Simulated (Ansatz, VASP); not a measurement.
# Ba: VASP beside Ansatz

The input INCAR:

```
SYSTEM = Ba
PREC     = Accurate       ! precision mode
ENCUT    = 520            ! plane-wave cutoff, eV
EDIFF    = 1E-7           ! SCF threshold, eV
ISMEAR   = 0              ! smearing method
SIGMA    = 0.15           ! smearing width, eV
LREAL    = .FALSE.        ! projectors in reciprocal space
LASPH    = .TRUE.         ! aspherical terms in the spheres
NELM     = 60             ! most SCF steps
ALGO     = Fast           ! electronic algorithm
ISIF     = 2              ! what is computed and relaxed
LWAVE    = .FALSE.        ! write WAVECAR
LCHARG   = .TRUE.         ! write CHGCAR
GGA      = PS             ! functional
LELF     = .TRUE.         ! ELF
LVHAR    = .TRUE.       
NBANDS   = 11             ! bands
```

The input KPOINTS:

```
Automatic mesh
0
G
  14 14 14
  0 0 0
```

The input POSCAR:

```
Ba
1.0
    1.8573891408      4.1578463377      4.1578463377
    4.1578463377      1.8573891408      4.1578463377
    4.1578463377      4.1578463377      1.8573891408
Ba
1
Direct
    0.0000000000      0.0000000000      0.0000000000
```

Input for Ansatz:

```yaml
crystal:
  lattice:
    - [1.8573891408, 4.1578463377, 4.1578463377]
    - [4.1578463377, 1.8573891408, 4.1578463377]
    - [4.1578463377, 4.1578463377, 1.8573891408]
  atoms:
    - { symbol: Ba, position: [0.0, 0.0, 0.0] }
basis:
  ecutwfc: 420
kpoints:
  mp_grid: { grid: [14, 14, 14] }
hamiltonian:
  xc: pbesol
  pseudopotentials: { kind: paw }
scf:
  occupations: { method: gaussian, width: 0.15 }
output:
  forces: true
  stress: true
  eigenvalues: true
```

Alike in both runs: task single point; functional PBEsol; k mesh 14 × 14 × 14; occupations gaussian, width 0.15 eV; no spin polarisation.

```csv
,VASP,Ansatz
version,VASP 6.6.1,Ansatz 0.2.0
potentials or method,"VASP PAW PBE potentials, release 64 (Ba_sv), cutoff 520 eV","scalar-relativistic, plane waves, PAW"
valence electrons in the cell,10,10
```

VASP gave:

```
gap on the k mesh at the Fermi level (eV)                     : none
pressure (GPa)                                                : 5.4
traceless stress, the component that is largest in VASP (GPa) : -4.14
```

Problem. Estimate Ansatz's values.

Solution. gap on the k mesh at the Fermi level (eV): none; pressure (GPa): 4.4; traceless stress, the component that is largest in VASP (GPa): -3.62.

VASP's potentials were made for PBE, not for PBEsol. A gap of «none» marks a metal or a gap that the smearing closes.

Neither program's run includes spin-orbit coupling.
